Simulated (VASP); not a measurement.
Set up this calculation in VASP 6.6.1, as the native input.

- Task: single point
- Functional: PBE
- Dispersion: D3(BJ)
- Potentials or basis: VASP PAW PBE potentials, release 64 (Sn_d, Se)
- Cutoff: 520 eV
- k mesh: 12 × 12 × 6
- Occupations: gaussian, width 0.03 eV
- Spin: no spin polarisation
- Dipole correction: no
- Further INCAR settings: ALGO = Normal; EDIFF = 1e-06; NBANDS = 20

The structure of SnSe2 lies in POSCAR:

```
SnSe2
1.0
    3.8390485956      0.0000000000      0.0000000000
   -1.9195242978      3.3247136102      0.0000000000
    0.0000000000      0.0000000000      6.0116311105
Sn Se
1 2
Direct
    0.0000000000      0.0000000000      0.0291102359
    0.3333333333      0.6666666667      0.2432735965
    0.6666666667      0.3333333333      0.7129676045
```

This cell differs from its parent crystal: atoms displaced along a vibrational mode.

These files were run (other wordings do the same):

INCAR

```
SYSTEM = SnSe2
ALGO = Normal
EDIFF = 1E-6
ENCUT = 520
GGA = PE
ISIF = 2
ISMEAR = 0
IVDW = 12
LASPH = .TRUE.
LCHARG = .FALSE.
LREAL = .FALSE.
LWAVE = .FALSE.
NBANDS = 20
NELM = 60
PREC = Accurate
SIGMA = 0.03
```

KPOINTS

```
k-points
0
G
  12 12 6
  0 0 0
```

Potentials or basis: VASP PAW PBE potentials, release 64 (Sn_d, Se).

Command:

```console
$ cat potpaw_PBE.64/Sn_d/POTCAR potpaw_PBE.64/Se/POTCAR > POTCAR
$ mpirun -np 1 vasp_std > vasp.out
```

It gave:

The pressure is 2.5 GPa. The largest force is 4.080 eV/Å, the band gap on the k mesh is zero (bands 13 and 14 overlap by 0.19 eV) and the dispersion energy per atom is -0.364 eV.

Caveat: the cell differs from its parent crystal (atoms displaced along a vibrational mode); semilocal functionals underestimate gaps, and a narrow one can read as zero; spin-orbit coupling is left out, which moves the levels of the heavy elements; forces of over 1 eV/Å act on the atoms, so gaps and moduli don't describe the material at rest.

It took 60 s on 1 thread of Intel(R) Xeon(R) 6975P-C (Granite Rapids), on a shared host, peak memory 0.31 GiB.
